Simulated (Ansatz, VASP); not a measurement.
## InSe in VASP and in Ansatz

```
In Se
1.0
     2.06000    1.18934    8.31667
    -2.06000    1.18934    8.31667
     0.00000   -2.37868    8.31667
In Se
2 2
Direct
  0.00000 0.00000 0.00000
  0.11220 0.11220 0.11220
  0.61550 0.61550 0.61550
  0.83000 0.83000 0.83000
```

Change from the starting cell: strain +0.030 along x and y, +0.000 along z, atoms carried along.

Alike in both runs: task single point; functional PBEsol; dispersion D3(BJ); k mesh 12 × 12 × 12; occupations gaussian, width 0.03 eV; no spin polarisation.

```csv
,VASP,Ansatz
version,VASP 6.6.1,Ansatz 0.2.0
potentials or method,"VASP PAW PBE potentials, release 64 (In_d, Se), cutoff 520 eV","scalar-relativistic, plane waves, PAW"
valence electrons in the cell,38,58
```

Ansatz gave:

```
gap on the k mesh at the Fermi level (eV)                     : 0.09
least direct gap on the mesh (eV)                             : 0.09
pressure (GPa)                                                : -3.9
traceless stress, the component that is largest in VASP (GPa) : 0.87
rms of the force components (eV/Å)                            : 0.187
```

**Question.** Estimate VASP's values.

**Answer.** gap on the k mesh at the Fermi level (eV): 0.10; least direct gap on the mesh (eV): 0.10; pressure (GPa): -3.9; traceless stress, the component that is largest in VASP (GPa): 0.87; rms of the force components (eV/Å): 0.177.

VASP's potentials were made for PBE, not for PBEsol. Atom by atom the forces differ by 0.009 eV/Å (rms over components). VASP's potentials hold 38 valence electrons a cell and Ansatz's 58, so a difference there can come from the potentials and not from the codes.
